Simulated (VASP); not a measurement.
# Cu (Cmcm) in VASP: a series of runs

The runs below take Cu through single point, with PBEsol.

Program: VASP 6.6.1. These are calculated values, not measurements. Logs are shortened: lines on timing, memory, paths and dates and some standing lists are left out, and cuts for length are marked.

**1. The cell of the first run**

It takes space group Cmcm (No. 63, orthorhombic). Conventional cell: a = 2.437 Å, b = 7.953 Å, c = 2.475 Å, α = 90.00°, β = 90.00°, γ = 90.00°. Within 3.2 Å of Cu (site symmetry m2m) lie 10 Cu at 2.44 to 2.54 Å.

**2. Single point, PBEsol**

Contents of INCAR:

```
PREC = Accurate ; ENCUT = 520
EDIFF = 1E-6 ; ISMEAR = 1
SIGMA = 0.15 ; LREAL = F
LASPH = T ; NELM = 100
ALGO = Normal ; ISIF = 2
LWAVE = F ; LCHARG = T
GGA = PS ; LELF = T
LVHAR = T ; NBANDS = 18
```

Contents of KPOINTS:

```
Automatic mesh
0
Gamma
  3 3 3
```

Contents of POSCAR:

```
Cu
1.0
    1.2184636900     -3.9763780100      0.0000000000
    1.2184636900      3.9763780100      0.0000000000
    0.0000000000      0.0000000000      2.4754955200
Cu
2
Direct
    0.1338666504      0.8661333496      0.2500000000
    0.8661333496      0.1338666504      0.7500000000
```

Potentials or basis: VASP PAW PBE potentials, release 64 (Cu).

On the command line:

```sh
$ cat potpaw_PBE.64/Cu/POTCAR > POTCAR
$ mpirun -np 1 vasp_std > vasp.out
```

OUTCAR:

```text
PREC = Accurate
   ENCUT = 520
   EDIFF = 1E-6
   ISMEAR = 1
   LREAL = F
   LASPH = T
   NELM = 100
   ISIF = 2
   GGA = PS

 ion  position               nearest neighbor table
   1  0.134  0.866  0.250-   2 2.46   2 2.46   2 2.54   2 2.54   2 2.54   2 2.54
   2  0.866  0.134  0.750-   1 2.46   1 2.46   1 2.54   1 2.54   1 2.54   1 2.54

  LATTYP: Found a base centered orthorhombic cell.
 ALAT       =     2.4369273800
 B/A-ratio  =     3.2634357861
 C/A-ratio  =     1.0158265447

  Lattice vectors:

 A1 = (   1.2184636900,  -3.9763780100,   0.0000000000)
 A2 = (   1.2184636900,   3.9763780100,   0.0000000000)
 A3 = (   0.0000000000,   0.0000000000,   2.4754955200)

Analysis of symmetry for initial positions (statically):
=====================================================================
 Subroutine PRICEL returns:
 Original cell was already a primitive cell.

 Routine SETGRP: Setting up the symmetry group for a
 base centered orthorhombic supercell.

 Subroutine GETGRP returns: Found  8 space group operations
 (whereof  4 operations were pure point group operations)
 out of a pool of  8 trial point group operations.

The static configuration has the point symmetry C_2h.
 The point group associated with its full space group is D_2h.

Analysis of symmetry for dynamics (positions and initial velocities):
=====================================================================
 Subroutine PRICEL returns:
 Original cell was already a primitive cell.

 Routine SETGRP: Setting up the symmetry group for a
 base centered orthorhombic supercell.

 Subroutine GETGRP returns: Found  8 space group operations
 (whereof  4 operations were pure point group operations)
 out of a pool of  8 trial point group operations.

The dynamic configuration has the point symmetry C_2h.
 The point group associated with its full space group is D_2h.

 Subroutine INISYM returns: Found  8 space group operations
 (whereof  4 operations are pure point group operations),
 and found     1 'primitive' translations

----------------------------------------------------------------------------------------

                                     Primitive cell

  volume of cell :      23.9879

  direct lattice vectors                    reciprocal lattice vectors
     1.218463690 -3.976378010  0.000000000     0.410352811 -0.125742572  0.000000000
     1.218463690  3.976378010  0.000000000     0.410352811  0.125742572  0.000000000
     0.000000000  0.000000000  2.475495520     0.000000000  0.000000000  0.403959527

  length of vectors
     4.158874348  4.158874348  2.475495520     0.429186001  0.429186001  0.403959527

  position of ions in fractional coordinates (direct lattice)
     0.133866650  0.866133350  0.250000000
     0.866133350  0.133866650  0.750000000

  ion indices of the primitive-cell ions
   primitive index   ion index
                 1           1
                 2           2

----------------------------------------------------------------------------------------

 KPOINTS: Automatic mesh

Automatic generation of k-mesh.
 Grid dimensions read from file:
 generate k-points for:    3    3    3

 Generating k-lattice:

  Cartesian coordinates                     Fractional coordinates (reciprocal lattice)
     0.136784270 -0.041914191  0.000000000     0.333333333 -0.000000000  0.000000000
     0.136784270  0.041914191  0.000000000    -0.000000000  0.333333333  0.000000000
     0.000000000  0.000000000  0.134653176     0.000000000  0.000000000  0.333333333

  Length of vectors
     0.143062000  0.143062000  0.134653176

  Shift w.r.t. Gamma in fractional coordinates (k-lattice)
     0.000000000  0.000000000  0.000000000

 Subroutine IBZKPT returns following result:
 ===========================================

 Found      8 irreducible k-points:

 Following reciprocal coordinates:
            Coordinates               Weight
  0.000000  0.000000  0.000000      1.000000
  0.333333 -0.000000  0.000000      4.000000
  0.333333  0.333333  0.000000      2.000000
 -0.333333  0.333333  0.000000      2.000000
  0.000000  0.000000  0.333333      2.000000
  0.333333 -0.000000  0.333333      8.000000
  0.333333  0.333333  0.333333      4.000000
 -0.333333  0.333333  0.333333      4.000000
   k-points           NKPTS =      8   k-points in BZ     NKDIM =      8   number of bands    NBANDS=     18
   number of dos      NEDOS =    301   number of ions     NIONS =      2
   total plane-waves  NPLWV =  18432
   dimension x,y,z NGX =    32 NGY =   32 NGZ =   18
   dimension x,y,z NGXF=    64 NGYF=   64 NGZF=   36
   ions per type =               2
   NGX,Y,Z   is equivalent  to a cutoff of  12.79, 12.79, 12.09 a.u.
   NGXF,Y,Z  is equivalent  to a cutoff of  25.58, 25.58, 24.18 a.u.
 SYSTEM =  unknown system
   PREC   = accura    normal or accurate (medium, high low for compatibility)
   ISTART =      0    job   : 0-new  1-cont  2-samecut
   ICHARG =      2    charge: 1-file 2-atom 10-const
   ISPIN  =      1    spin polarized calculation?
   LNONCOLLINEAR =      F non collinear calculations
   LSORBIT =      F    spin-orbit coupling
   LASPH  =      T    aspherical Exc in radial PAW
   ENCUT  =  520.0 eV  38.22 Ry    6.18 a.u.   7.73  7.73  4.60*2*pi/ulx,y,z
   NELM   =    100;   NELMIN=  2; NELMDL= -5     # of ELM steps
   EDIFF  = 0.1E-05   stopping-criterion for ELM
   LREAL  =      F    real-space projection
   EDIFFG = 0.1E-04   stopping-criterion for IOM
   NSW    =      0    number of steps for IOM
   IBRION =     -1    ionic relax: 0-MD 1-quasi-New 2-CG
   NFREE  =      0    steps in history (QN), initial steepest desc. (CG)
   ISIF   =      2    stress and relaxation
   ISYM   =      2    0-nonsym 1-usesym 2-fastsym
   POTIM  = 0.5000    time-step for ionic-motion
   TEBEG  =    0.0;   TEEND  =   0.0 temperature during run
   PSTRESS=    0.0 pullay stress
   NELECT =      22.0000    total number of electrons
   NUPDOWN=      -1.0000    fix difference up-down
   EMIN   =  10.00;   EMAX   =-10.00  energy-range for DOS
   EFERMI =   0.00;   METHOD = LEGACY
   ISMEAR =     1;   SIGMA  =   0.15  broadening in eV -4-tet -1-fermi 0-gaus
   EFERMI_NEDOS =   21; number of points for ismear=-14 and -15
   IALGO  =     38    algorithm
   IMIX   =      4    mixing-type and parameters
     AMIX     =   0.40;   BMIX     =  1.00
     AMIX_MAG =   1.60;   BMIX_MAG =  1.00
  volume/ion in A,a.u.               =      11.99        80.94
  Fermi-wavevector in a.u.,A,eV,Ry     =   1.590566  3.005733 34.421366  2.529899
  Thomas-Fermi vector in A             =   2.689241
   LORBIT       =      0    0 simple, 1 ext, 2 COOP (PROOUT), +10 PAW based schemes
   GGA     = PS    functional components
   LHFCALC =     F    Hartree Fock is set to
   AEXX    =    0.0000 exact exchange contribution
   IVDW    =     0    specifies the selected vdW correction
   LEPSILON=     F    determine dielectric tensor
   LRPA    =     F    only Hartree local field effects (RPA)
 non-spin polarized calculation
 Methfessel and Paxton  Order N= 1 SIGMA  =   0.15
  energy-cutoff  :      520.00
  volume of cell :       23.99
 maximum number of plane-waves:       657
   NGX = 15   NGY = 15   NGZ =  9

 number of electron      21.9999988 magnetization

 Free energy of the ion-electron system (eV)
  ---------------------------------------------------
  ext. energy  EPLUGINS =         0.00000000
  ---------------------------------------------------
  free energy    TOTEN  =        -8.51309295 eV

  energy without entropy =       -8.51624982  energy(sigma->0) =       -8.51414524

 E-fermi :   6.3097     XC(G=0): -12.7800

 val. band max:        6.1872207316   @ k =   0.3333  -0.0000   0.3333
 cond. band min:       7.1002059074   @ k =   0.0000   0.0000   0.0000
 fundamental gap:      0.9129851758
 Fermi energy:         6.3096875716

 k-point     1 :       0.0000    0.0000    0.0000
  band No.  band energies     occupation
      1      -2.0673      2.00000
      2       2.2281      2.00000
      3       3.0632      2.00000
      4       3.5429      2.00000
      5       4.1531      2.00000
      6       4.4263      2.00000
      7       4.8952      2.00000
      8       5.2064      2.00000
      9       5.4387      2.00000
     10       5.5787      2.00000
     11       5.7343      2.00000
     12       7.1002     -0.00000
     13      12.0014      0.00000
     14      21.9237      0.00000
     15      25.5801      0.00000
     16      26.4600      0.00000
     17      26.7883      0.00000
     18      28.7540      0.00000

 k-point     2 :       0.3333   -0.0000    0.0000
  band No.  band energies     occupation
      1       0.7637      2.00000
      2       2.7911      2.00000
      3       3.3815      2.00000
      4       3.7399      2.00000
      5       4.2290      2.00000
      6       4.3854      2.00000
      7       4.7126      2.00000
      8       4.7847      2.00000
      9       5.1389      2.00000
     10       5.2133      2.00000
     11       5.6240      2.00000
     12       9.1453     -0.00000
     13      12.4687      0.00000
     14      16.2566      0.00000
     15      16.4455      0.00000
     16      25.9570      0.00000
     17      27.9010      0.00000
     18      28.6972      0.00000

 k-point     3 :       0.3333    0.3333    0.0000
  band No.  band energies     occupation
      1       1.9102      2.00000
      2       2.0578      2.00000
      3       3.6757      2.00000
      4       3.7754      2.00000
      5       3.8734      2.00000
      6       4.5243      2.00000
      7       4.7871      2.00000
      8       5.1327      2.00000
      9       5.2771      2.00000
     10       5.4359      2.00000
     11       5.4551      2.00000
     12       6.0709      2.04691
     13      11.6934      0.00000
     14      20.6464      0.00000
     15      20.9102      0.00000
     16      24.3031      0.00000
     17      24.8944      0.00000
     18      28.3118      0.00000

 k-point     4 :      -0.3333    0.3333    0.0000
  band No.  band energies     occupation
      1      -0.9980      2.00000
      2       1.5911      2.00000
      3       2.9302      2.00000
      4       3.5658      2.00000
      5       3.9741      2.00000
      6       4.5026      2.00000
      7       4.5563      2.00000
      8       4.8110      2.00000
      9       5.2865      2.00000
     10       5.3643      2.00000
     11       5.6158      2.00000
     12       5.6550      2.00000
     13      17.3775      0.00000
     14      23.1296      0.00000
     15      23.4364      0.00000
     16      26.1441      0.00000
     17      26.9794      0.00000
     18      27.5451      0.00000

 k-point     5 :       0.0000    0.0000    0.3333
  band No.  band energies     occupation
      1       0.5819      2.00000
      2       3.0579      2.00000
      3       3.3689      2.00000
      4       3.4187      2.00000
      5       3.8343      2.00000
      6       4.1387      2.00000
      7       4.6406      2.00000
      8       4.6818      2.00000
      9       5.4297      2.00000
     10       5.4936      2.00000
     11       5.5481      2.00000
     12      11.1418      0.00000
     13      11.8617      0.00000
     14      13.5223      0.00000
     15      20.4172      0.00000
     16      20.8567      0.00000
     17      28.8569      0.00000
     18      29.5152      0.00000

 k-point     6 :       0.3333   -0.0000    0.3333
  band No.  band energies     occupation
      1       2.3265      2.00000
      2       3.0802      2.00000
      3       3.1147      2.00000
      4       3.4402      2.00000
      5       4.3651      2.00000
      6       4.4007      2.00000
      7       4.9371      2.00000
      8       5.1345      2.00000
      9       5.3390      2.00000
     10       5.5155      2.00000
     11       6.1872      1.98827
     12      12.1813      0.00000
     13      13.1998      0.00000
     14      16.0831      0.00000
     15      18.2222      0.00000
     16      18.5136      0.00000
     17      21.2801      0.00000
     18      23.6806      0.00000

 k-point     7 :       0.3333    0.3333    0.3333
  band No.  band energies     occupation
      1       2.5704      2.00000
      2       3.0589      2.00000
      3       3.3704      2.00000
      4       3.6632      2.00000
      5       3.6793      2.00000
      6       4.4654      2.00000
      7       4.8287      2.00000
      8       5.3070      2.00000
      9       5.3430      2.00000
     10       5.3810      2.00000
     11       7.8049     -0.00000
     12       8.4420     -0.00000
     13      13.3654      0.00000
     14      16.3472      0.00000
     15      17.2587      0.00000
     16      22.4004      0.00000
     17      23.1238      0.00000
     18      24.1841      0.00000

 k-point     8 :      -0.3333    0.3333    0.3333
  band No.  band energies     occupation
      1       1.2417      2.00000
      2       2.5506      2.00000
      3       3.3250      2.00000
      4       3.7198      2.00000
      5       4.0647      2.00000
      6       4.3671      2.00000
      7       4.6987      2.00000
      8       4.9063      2.00000
      9       5.2072      2.00000
     10       5.3285      2.00000
     11       5.5439      2.00000
     12       7.3207     -0.00000
     13      12.6488      0.00000
     14      15.6620      0.00000
     15      19.7280      0.00000
     16      26.2995      0.00000
     17      26.7334      0.00000
     18      28.8641      0.00000

------------------------ aborting loop because EDIFF is reached ----------------------------------------

  FORCE on cell =-STRESS in cart. coord.  units (eV):
  Direction    XX          YY          ZZ          XY          YZ          ZX
  --------------------------------------------------------------------------------------
  -------------------------------------------------------------------------------------
  Total        0.8984568     -1.6593973      0.1321528      0.0000000      0.0000000      0.0000000
  in kB       60.0088585   -110.8328681      8.8266200      0.0000000      0.0000000      0.0000000
  external PRESSURE =     -13.9991299 kB  Pullay stress =       0.0000000 kB

 VOLUME and BASIS-vectors are now :
 -----------------------------------------------------------------------------
  energy-cutoff  :      520.00
  volume of cell :       23.99
      direct lattice vectors                 reciprocal lattice vectors
     1.218463690 -3.976378010  0.000000000     0.410352811 -0.125742572  0.000000000
     1.218463690  3.976378010  0.000000000     0.410352811  0.125742572  0.000000000
     0.000000000  0.000000000  2.475495520     0.000000000  0.000000000  0.403959527

 POSITION                                       TOTAL-FORCE (eV/Angst)
 -----------------------------------------------------------------------------------
      1.21846      2.91177      0.61887         0.000000     -0.194819     -0.000000
      1.21846     -2.91177      1.85662         0.000000      0.194819      0.000000
 -----------------------------------------------------------------------------------
    total drift:                                0.000000     -0.000000      0.000000

  FREE ENERGIE OF THE ION-ELECTRON SYSTEM (eV)
  ---------------------------------------------------
  free  energy   TOTEN  =        -8.5130929495 eV

  energy  without entropy=       -8.5162498240  energy(sigma->0) =       -8.51414524
```

Wall time 5.2 s (1 thread of Intel Xeon Platinum 8559C (Emerald Rapids), shared host); peak memory 0.14 GiB.

What came out:

- Free energy: -8.5131 eV
- Pressure: -1.4 GPa
- Largest force: 0.195 eV/Å
- Band gap on the k mesh: zero (band 11 reaches 7.80 eV, above the bottom of band 12 at 5.66 eV)

Forces on the atoms (eV/Å):
```
Cu   0.000 -0.195  0.000
Cu   0.000  0.195  0.000
```

Stress tensor (GPa, compression positive):
```
  6.00   0.00   0.00
  0.00 -11.08   0.00
  0.00   0.00   0.88
```

Caveat: the k points lie up to 0.90 Å⁻¹ apart; the PAW data sets were made with another functional, which shifts forces and pressure a little.

**3. Single point, PBEsol**

Contents of INCAR:

```
ALGO = Normal ; EDIFF = 1E-6
ENCUT = 520 ; GGA = PS
ISIF = 2 ; ISMEAR = 1
LASPH = True ; LCHARG = False
LREAL = False ; LWAVE = False
NBANDS = 18 ; NELM = 80
PREC = Accurate ; SIGMA = 0.15
```

Contents of KPOINTS:

```
k-points
0
Gamma
  4 4 4
```

POSCAR is that of step 2.

Potentials or basis: VASP PAW PBE potentials, release 64 (Cu).

On the command line:

```sh
$ cat potpaw_PBE.64/Cu/POTCAR > POTCAR
$ mpirun -np 1 vasp_std > vasp.out
```

Wall time 6.2 s (1 thread of Intel Xeon Platinum 8559C (Emerald Rapids), shared host); peak memory 0.14 GiB.

Results (log left out):

```
Free energy            : -8.2058 eV
Pressure               : -1.0 GPa
Largest force          : 0.093 eV/Å
Band gap on the k mesh : zero (band 11 reaches 10.89 eV, above the bottom of band 12 at 5.52 eV)
```

Forces on the atoms (eV/Å):
```
Cu   0.000  0.093  0.000
Cu   0.000 -0.093  0.000
```

Stress tensor (GPa, compression positive):
```
-7.27  0.00  0.00
 0.00  3.78  0.00
 0.00  0.00  0.39
```

Levels at points of the mesh, in eV from the Fermi level:
```tsv
k point	band 8	band 9	band 10	band 11	band 12	band 13	band 14	band 15
(0.00, 0.00, 0.00)	-2.37	-2.20	-2.06	-1.77	-0.40	4.45	14.39	18.03
(0.50, 0.00, 0.00)	-2.84	-2.47	-1.99	-0.85	0.91	2.18	6.52	12.54
(0.50, 0.50, 0.00)	-2.63	-2.61	-2.29	-1.97	-1.88	13.27	14.93	15.21
(0.00, 0.00, 0.50)	-3.08	-2.07	-2.07	-0.36	-0.36	7.85	7.85	9.06
(0.50, 0.00, 0.50)	-2.15	-1.65	-1.65	3.36	3.36	7.13	7.13	9.30
(0.50, 0.50, 0.50)	-2.34	-1.88	-1.88	-1.30	-1.30	3.34	3.34	17.55
```

Caveat: the k points lie up to 0.67 Å⁻¹ apart; the PAW data sets were made with another functional, which shifts forces and pressure a little.

(Part 1 of 2 ends here.)
